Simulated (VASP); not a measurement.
Wanted: the native input for a VASP 6.6.1 run.

```yaml
Task: single point
Functional: PBE
Dispersion: D3(BJ)
Potentials_or_basis: VASP PAW PBE potentials, release 64 (C)
Cutoff: 520 eV
k_mesh: 15 × 15 × 15
Occupations: gaussian, width 0.05 eV
Spin: no spin polarisation
Dipole_correction: no
Further_INCAR_settings: ALGO = Normal; EDIFF = 1e-06; NBANDS = 11
```

The structure of C lies in POSCAR:

```
C
1.0
    1.2633109298      0.7293729054      3.4454225316
   -1.2633109298      0.7293729054      3.4454225316
    0.0000000000     -1.4587458108      3.4454225316
C
2
Direct
    0.1590590155      0.1590590155      0.1590590155
    0.8409409845      0.8409409845      0.8409409845
```

The input as run:

INCAR

```
SYSTEM = C
  ALGO = Normal
  EDIFF = 1E-6
  ENCUT = 520
  GGA = PE
  ISIF = 2
  ISMEAR = 0
  IVDW = 12
  LASPH = .TRUE.
  LCHARG = .FALSE.
  LREAL = .FALSE.
  LWAVE = .FALSE.
  NBANDS = 11
  NELM = 100
  PREC = Accurate
  SIGMA = 0.05
```

KPOINTS

```
k-points
0
G
  15 15 15
  0 0 0
```

Potentials or basis: VASP PAW PBE potentials, release 64 (C).

Launch:

```sh
$ cat potpaw_PBE.64/C/POTCAR > POTCAR
$ mpirun -np 1 vasp_std > vasp.out
```

Results of the run:

```
Pressure                   : -19.2 GPa
Largest force              : 2.565 eV/Å
Band gap on the k mesh     : 0.83 eV, direct
Dispersion energy per atom : -0.149 eV
```

Caveat: forces of over 1 eV/Å act on the atoms, so gaps and moduli don't describe the material at rest.

Wall time 45 s on 1 thread of Intel(R) Xeon(R) Platinum 8488C (Sapphire Rapids), with other jobs on the host, peak memory 0.2 GiB.
